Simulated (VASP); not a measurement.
# Ge3S (Fm-3m) in VASP: single point with PBE

Aim: the single point of Ge3S with PBE.

Program: VASP 6.6.1. These are calculated values, not measurements. Logs are shortened: lines on timing, memory, paths and dates and some standing lists are left out, and cuts for length are marked.

## (1) The cell of the first run

The structure is cubic, space group Fm-3m (No. 225). The conventional cell has a = 6.851 Å, b = 6.851 Å, c = 6.851 Å, α = 90.00°, β = 90.00°, γ = 90.00°. Within 3.9 Å of Ge (site symmetry m-3m) lie 8 Ge at 2.97 Å and 6 S at 3.43 Å. Within 3.9 Å of Ge (site symmetry -43m) lie 10 Ge at 2.97 to 3.43 Å and 4 S at 2.97 Å. S (site symmetry m-3m) has 14 Ge at 2.97 to 3.43 Å within 3.9 Å.

## (2) Single point, PBE

Input file INCAR:

```
  PREC = Accurate
  ENCUT = 520
  EDIFF = 1E-6
  ISMEAR = 0
  SIGMA = 0.1
  LREAL = False
  LASPH = True
  NELM = 80
  ALGO = Normal
  ISIF = 2
  LWAVE = False
  LCHARG = False
  GGA = PE
  NBANDS = 32
```

Input file KPOINTS:

```
Automatic mesh
0
Gamma
  4 4 4
```

Input file POSCAR:

```
Ge3S
1.0
    0.0000000000      3.4257181000      3.4257181000
    3.4257181000      0.0000000000      3.4257181000
    3.4257181000      3.4257181000      0.0000000000
Ge S
3 1
Direct
    0.0000000000      0.0000000000      0.0000000000
    0.2500000000      0.2500000000      0.2500000000
    0.7500000000      0.7500000000      0.7500000000
    0.5000000000      0.5000000000      0.5000000000
```

Potentials or basis: VASP PAW PBE potentials, release 64 (Ge_d, S).

The run is started by

```sh
cat potpaw_PBE.64/Ge_d/POTCAR potpaw_PBE.64/S/POTCAR > POTCAR
mpirun -np 1 vasp_std > vasp.out
```

OUTCAR:

```text
PREC = Accurate
   ENCUT = 520
   EDIFF = 1E-6
   ISMEAR = 0
   LREAL = False
   LASPH = True
   NELM = 80
   ISIF = 2
   GGA = PE

 ion  position               nearest neighbor table
   1  0.000  0.000  0.000-
   2  0.250  0.250  0.250-
   3  0.750  0.750  0.750-
   4  0.500  0.500  0.500-

  LATTYP: Found a face centered cubic cell.
 ALAT       =     6.8514362000

  Lattice vectors:

 A1 = (   0.0000000000,   3.4257181000,   3.4257181000)
 A2 = (   3.4257181000,   0.0000000000,   3.4257181000)
 A3 = (   3.4257181000,   3.4257181000,   0.0000000000)

Analysis of symmetry for initial positions (statically):
=====================================================================
 Subroutine PRICEL returns:
 Original cell was already a primitive cell.

 Routine SETGRP: Setting up the symmetry group for a
 face centered cubic supercell.

 Subroutine GETGRP returns: Found 48 space group operations
 (whereof 48 operations were pure point group operations)
 out of a pool of 48 trial point group operations.

The static configuration has the point symmetry O_h .

Analysis of symmetry for dynamics (positions and initial velocities):
=====================================================================
 Subroutine PRICEL returns:
 Original cell was already a primitive cell.

 Routine SETGRP: Setting up the symmetry group for a
 face centered cubic supercell.

 Subroutine GETGRP returns: Found 48 space group operations
 (whereof 48 operations were pure point group operations)
 out of a pool of 48 trial point group operations.

The dynamic configuration has the point symmetry O_h .

 Subroutine INISYM returns: Found 48 space group operations
 (whereof 48 operations are pure point group operations),
 and found     1 'primitive' translations

----------------------------------------------------------------------------------------

                                     Primitive cell

  volume of cell :      80.4053

  direct lattice vectors                    reciprocal lattice vectors
     0.000000000  3.425718100  3.425718100    -0.145954800  0.145954800  0.145954800
     3.425718100  0.000000000  3.425718100     0.145954800 -0.145954800  0.145954800
     3.425718100  3.425718100  0.000000000     0.145954800  0.145954800 -0.145954800

  length of vectors
     4.844696998  4.844696998  4.844696998     0.252801129  0.252801129  0.252801129

  position of ions in fractional coordinates (direct lattice)
     0.000000000  0.000000000  0.000000000
     0.250000000  0.250000000  0.250000000
     0.750000000  0.750000000  0.750000000
     0.500000000  0.500000000  0.500000000

  ion indices of the primitive-cell ions
   primitive index   ion index
                 1           1
                 2           2
                 3           3
                 4           4

----------------------------------------------------------------------------------------

 KPOINTS: Automatic mesh

Automatic generation of k-mesh.
 Grid dimensions read from file:
 generate k-points for:    4    4    4

 Generating k-lattice:

  Cartesian coordinates                     Fractional coordinates (reciprocal lattice)
    -0.036488700  0.036488700  0.036488700     0.250000000  0.000000000  0.000000000
     0.036488700 -0.036488700  0.036488700     0.000000000  0.250000000  0.000000000
     0.036488700  0.036488700 -0.036488700     0.000000000  0.000000000  0.250000000

  Length of vectors
     0.063200282  0.063200282  0.063200282

  Shift w.r.t. Gamma in fractional coordinates (k-lattice)
     0.000000000  0.000000000  0.000000000

 Subroutine IBZKPT returns following result:
 ===========================================

 Found      8 irreducible k-points:

 Following reciprocal coordinates:
            Coordinates               Weight
  0.000000  0.000000  0.000000      1.000000
  0.250000  0.000000  0.000000      8.000000
  0.500000  0.000000  0.000000      4.000000
  0.250000  0.250000  0.000000      6.000000
  0.500000  0.250000  0.000000     24.000000
 -0.250000  0.250000  0.000000     12.000000
  0.500000  0.500000  0.000000      3.000000
 -0.250000  0.500000  0.250000      6.000000
   k-points           NKPTS =      8   k-points in BZ     NKDIM =      8   number of bands    NBANDS=     32
   number of dos      NEDOS =    301   number of ions     NIONS =      4
   total plane-waves  NPLWV =  46656
   dimension x,y,z NGX =    36 NGY =   36 NGZ =   36
   dimension x,y,z NGXF=    72 NGYF=   72 NGZF=   72
   ions per type =               3   1
   NGX,Y,Z   is equivalent  to a cutoff of  12.35, 12.35, 12.35 a.u.
   NGXF,Y,Z  is equivalent  to a cutoff of  24.71, 24.71, 24.71 a.u.
 SYSTEM =  unknown system
   PREC   = accura    normal or accurate (medium, high low for compatibility)
   ISTART =      0    job   : 0-new  1-cont  2-samecut
   ICHARG =      2    charge: 1-file 2-atom 10-const
   ISPIN  =      1    spin polarized calculation?
   LNONCOLLINEAR =      F non collinear calculations
   LSORBIT =      F    spin-orbit coupling
   LASPH  =      T    aspherical Exc in radial PAW
   ENCUT  =  520.0 eV  38.22 Ry    6.18 a.u.   9.01  9.01  9.01*2*pi/ulx,y,z
   NELM   =     80;   NELMIN=  2; NELMDL= -5     # of ELM steps
   EDIFF  = 0.1E-05   stopping-criterion for ELM
   LREAL  =      F    real-space projection
   EDIFFG = 0.1E-04   stopping-criterion for IOM
   NSW    =      0    number of steps for IOM
   IBRION =     -1    ionic relax: 0-MD 1-quasi-New 2-CG
   NFREE  =      0    steps in history (QN), initial steepest desc. (CG)
   ISIF   =      2    stress and relaxation
   ISYM   =      2    0-nonsym 1-usesym 2-fastsym
   POTIM  = 0.5000    time-step for ionic-motion
   TEBEG  =    0.0;   TEEND  =   0.0 temperature during run
   PSTRESS=    0.0 pullay stress
   NELECT =      48.0000    total number of electrons
   NUPDOWN=      -1.0000    fix difference up-down
   EMIN   =  10.00;   EMAX   =-10.00  energy-range for DOS
   EFERMI =   0.00;   METHOD = LEGACY
   ISMEAR =     0;   SIGMA  =   0.10  broadening in eV -4-tet -1-fermi 0-gaus
   EFERMI_NEDOS =   21; number of points for ismear=-14 and -15
   IALGO  =     38    algorithm
   IMIX   =      4    mixing-type and parameters
     AMIX     =   0.40;   BMIX     =  1.00
     AMIX_MAG =   1.60;   BMIX_MAG =  1.00
  volume/ion in A,a.u.               =      20.10       135.65
  Fermi-wavevector in a.u.,A,eV,Ry     =   1.378458  2.604908 25.853072  1.900147
  Thomas-Fermi vector in A             =   2.503518
   LORBIT       =      0    0 simple, 1 ext, 2 COOP (PROOUT), +10 PAW based schemes
   GGA     = PE    functional components
   LHFCALC =     F    Hartree Fock is set to
   AEXX    =    0.0000 exact exchange contribution
   IVDW    =     0    specifies the selected vdW correction
   LEPSILON=     F    determine dielectric tensor
   LRPA    =     F    only Hartree local field effects (RPA)
 non-spin polarized calculation
 Gauss-broadening in eV      SIGMA  =   0.10
  energy-cutoff  :      520.00
  volume of cell :       80.41
 maximum number of plane-waves:      2200
   NGX = 17   NGY = 17   NGZ = 17

 number of electron      48.0000001 magnetization

 Free energy of the ion-electron system (eV)
  ---------------------------------------------------
  ext. energy  EPLUGINS =         0.00000000
  ---------------------------------------------------
  free energy    TOTEN  =       -15.96709560 eV

  energy without entropy =      -15.94121140  energy(sigma->0) =      -15.95415350

 E-fermi :   5.9736     XC(G=0): -10.7397

 val. band max:        5.8178505907   @ k =  -0.2500   0.2500   0.0000
 cond. band min:       6.0236007294   @ k =  -0.2500   0.2500   0.0000
 fundamental gap:      0.2057501387
 Fermi energy:         5.9736399767

 k-point     1 :       0.0000    0.0000    0.0000
  band No.  band energies     occupation
      1     -19.1080      2.00000
      2     -19.1080      2.00000
      3     -19.0949      2.00000
      4     -19.0949      2.00000
      5     -19.0949      2.00000
      6     -19.0869      2.00000
[... 24 lines left out ...]
     31      12.5517      0.00000
     32      12.5517      0.00000

 k-point     2 :       0.2500    0.0000    0.0000
  band No.  band energies     occupation
      1     -19.1012      2.00000
      2     -19.1012      2.00000
      3     -19.0982      2.00000
      4     -19.0962      2.00000
      5     -19.0962      2.00000
      6     -19.0867      2.00000
[... 24 lines left out ...]
     31      11.4382      0.00000
     32      12.5664      0.00000

 k-point     3 :       0.5000    0.0000    0.0000
  band No.  band energies     occupation
      1     -19.0977      2.00000
      2     -19.0977      2.00000
      3     -19.0926      2.00000
      4     -19.0869      2.00000
      5     -19.0867      2.00000
      6     -19.0867      2.00000
[... 24 lines left out ...]
     31      11.7470      0.00000
     32      16.1001      0.00000

 k-point     4 :       0.2500    0.2500    0.0000
  band No.  band energies     occupation
      1     -19.1054      2.00000
      2     -19.0988      2.00000
      3     -19.0988      2.00000
      4     -19.0979      2.00000
      5     -19.0935      2.00000
      6     -19.0844      2.00000
[... 24 lines left out ...]
     31      10.9591      0.00000
     32      11.1153      0.00000

 k-point     5 :       0.5000    0.2500    0.0000
  band No.  band energies     occupation
      1     -19.0998      2.00000
      2     -19.0981      2.00000
      3     -19.0963      2.00000
      4     -19.0931      2.00000
      5     -19.0927      2.00000
      6     -19.0882      2.00000
[... 24 lines left out ...]
     31      11.3327      0.00000
     32      13.7750      0.00000

 k-point     6 :      -0.2500    0.2500    0.0000
  band No.  band energies     occupation
      1     -19.1007      2.00000
      2     -19.0979      2.00000
      3     -19.0938      2.00000
      4     -19.0930      2.00000
      5     -19.0916      2.00000
      6     -19.0881      2.00000
[... 24 lines left out ...]
     31      11.7060      0.00000
     32      14.0383      0.00000

 k-point     7 :       0.5000    0.5000    0.0000
  band No.  band energies     occupation
      1     -19.1026      2.00000
      2     -19.0997      2.00000
      3     -19.0987      2.00000
      4     -19.0987      2.00000
      5     -19.0932      2.00000
      6     -19.0863      2.00000
[... 24 lines left out ...]
     31      11.5575      0.00000
     32      13.0878      0.00000

 k-point     8 :      -0.2500    0.5000    0.2500
  band No.  band energies     occupation
      1     -19.0977      2.00000
      2     -19.0977      2.00000
      3     -19.0955      2.00000
      4     -19.0936      2.00000
      5     -19.0924      2.00000
      6     -19.0912      2.00000
[... 24 lines left out ...]
     31      10.6160      0.00000
     32      14.5819      0.00000

------------------------ aborting loop because EDIFF is reached ----------------------------------------

  FORCE on cell =-STRESS in cart. coord.  units (eV):
  Direction    XX          YY          ZZ          XY          YZ          ZX
  --------------------------------------------------------------------------------------
  -------------------------------------------------------------------------------------
  Total       -2.4327075     -2.4327075     -2.4327075      0.0000000     -0.0000000      0.0000000
  in kB      -48.4747537    -48.4747537    -48.4747537      0.0000000     -0.0000000      0.0000000
  external PRESSURE =     -48.4747537 kB  Pullay stress =       0.0000000 kB

 VOLUME and BASIS-vectors are now :
 -----------------------------------------------------------------------------
  energy-cutoff  :      520.00
  volume of cell :       80.41
      direct lattice vectors                 reciprocal lattice vectors
     0.000000000  3.425718100  3.425718100    -0.145954800  0.145954800  0.145954800
     3.425718100  0.000000000  3.425718100     0.145954800 -0.145954800  0.145954800
     3.425718100  3.425718100  0.000000000     0.145954800  0.145954800 -0.145954800

 POSITION                                       TOTAL-FORCE (eV/Angst)
 -----------------------------------------------------------------------------------
      0.00000      0.00000      0.00000        -0.000000      0.000000     -0.000000
      1.71286      1.71286      1.71286        -0.000000     -0.000000     -0.000000
      5.13858      5.13858      5.13858         0.000000      0.000000      0.000000
      3.42572      3.42572      3.42572        -0.000000      0.000000     -0.000000
 -----------------------------------------------------------------------------------
    total drift:                                0.000000      0.000000      0.000000

  FREE ENERGIE OF THE ION-ELECTRON SYSTEM (eV)
  ---------------------------------------------------
  free  energy   TOTEN  =       -15.9670956035 eV

  energy  without entropy=      -15.9412113975  energy(sigma->0) =      -15.95415350
```

Run time: 20 s. Hardware: 1 thread of Intel Xeon 6975P-C, shared host; peak memory 0.2 GiB.

Results:

* Free energy: -15.9671 eV
* Pressure: -4.8 GPa
* Band gap on the k mesh: zero (band 24 reaches 6.73 eV, above the bottom of band 25 at 4.33 eV)

Levels at points of the mesh, in eV from the Fermi level:
| k point | band 21 | band 22 | band 23 | band 24 | band 25 | band 26 | band 27 | band 28 |
| --- | --- | --- | --- | --- | --- | --- | --- | --- |
| (0.00, 0.00, 0.00) | -3.26 | -3.26 | -1.64 | -1.64 | -1.64 | -0.80 | -0.80 | -0.80 |
| (0.50, 0.00, 0.00) | -3.83 | -2.58 | -2.58 | -1.20 | 0.16 | 2.07 | 2.07 | 3.60 |
| (0.50, 0.50, 0.00) | -5.42 | -0.57 | 0.33 | 0.33 | 0.96 | 2.66 | 2.66 | 3.04 |

Caveat: the k points lie up to 0.40 Å⁻¹ apart.
